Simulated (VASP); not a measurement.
A run of VASP 6.6.1:

File INCAR:

```
PREC = Accurate
ENCUT = 520
EDIFF = 1E-6
ISMEAR = -1
SIGMA = 0.1
LREAL = F
LASPH = T
NELM = 80
ALGO = Normal
ISIF = 2
LWAVE = F
LCHARG = F
GGA = PS
NBANDS = 24
```

KPOINTS

```
regular mesh
0
Gamma
  9 9 13
```

POSCAR

```
Ag
1.0
    4.6164379912      0.0000000000      0.0000000000
   -2.3082189956      3.9979525754      0.0000000000
    0.0000000000      0.0000000000      2.7660051024
Ag
3
Direct
    0.0000000000      1.0000000000      0.0000000000
    0.3333333333      0.6666666667      0.5000000000
    0.6666666667      0.3333333333      0.5000000000
```

Potentials or basis: VASP PAW PBE potentials, release 64 (Ag).

The run is started by

```bash
$ cat potpaw_PBE.64/Ag/POTCAR > POTCAR
$ mpirun -np 1 vasp_std > vasp.out
```

Hardware: 1 thread of AMD EPYC 7R13, on a shared host.

How long does it take, and how much memory?

Wall time 3.7 min on 1 thread of AMD EPYC 7R13 (shared host), peak memory 0.2 GiB. Counts: scf iterations 12, k points 84.
